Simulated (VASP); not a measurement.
Write the native input for VASP 6.6.1 that does the following.

```yaml
Task: relaxation of cell and atoms
Functional: LDA
Potentials_or_basis: VASP PAW LDA potentials, release 64 (Sr_sv, C)
Cutoff: 600 eV
k_mesh: 10 × 10 × 10
Occupations: gaussian, width 0.01 eV
Spin: no spin polarisation
Dipole_correction: no
Further_INCAR_settings: ALGO = Normal; EDIFF = 1e-06; IBRION = 2; EDIFFG = -0.001; NSW = 80; ISIF = 3
```

The structure of SrC2 lies in POSCAR:

```
SrC2
1.0
   -1.9958105545      1.9958105545      3.3421442955
    1.9958105545     -1.9958105545      3.3421442955
    1.9958105545      1.9958105545     -3.3421442955
Sr C
1 2
Direct
    0.0000000000      0.0000000000      0.0000000000
    0.4063705442      0.4063705442      0.0000000000
    0.5936294558      0.5936294558      0.0000000000
```

One way to write it, as run:

INCAR

```
PREC = Accurate
ENCUT = 600
EDIFF = 1E-6
ISMEAR = 0
SIGMA = 0.01
LREAL = False
LASPH = True
NELM = 80
ALGO = Normal
ISIF = 3
LWAVE = False
LCHARG = False
IBRION = 2
NSW = 80
EDIFFG = -0.001
```

KPOINTS

```
Automatic mesh
0
Gamma
  10 10 10
```

Potentials or basis: VASP PAW LDA potentials, release 64 (Sr_sv, C).

The run is started by

```sh
$ cat potpaw_LDA.64/Sr_sv/POTCAR potpaw_LDA.64/C/POTCAR > POTCAR
$ mpirun -np 1 vasp_std > vasp.out
```

Results of the run:

```
Relaxed volume                        : 17.81 Å³/atom
Relaxed cell                          : a = 4.379 Å, b = 4.379 Å, c = 4.379 Å, α = 125.70°, β = 125.70°, γ = 80.37°
Space group after relaxing (to 0.1 Å) : I4/mmm (No. 139)
Energy gained by relaxing             : 0.1 meV/atom
Ionic steps                           : 38
Pressure after relaxing               : 0.0 GPa
Band gap on the k mesh                : 1.26 eV (least direct gap 2.15 eV)
```

Wall time 7.4 min on 1 thread of AMD EPYC 9R45 96-Core Processor (Zen 5) (shared host), peak memory 0.21 GiB.
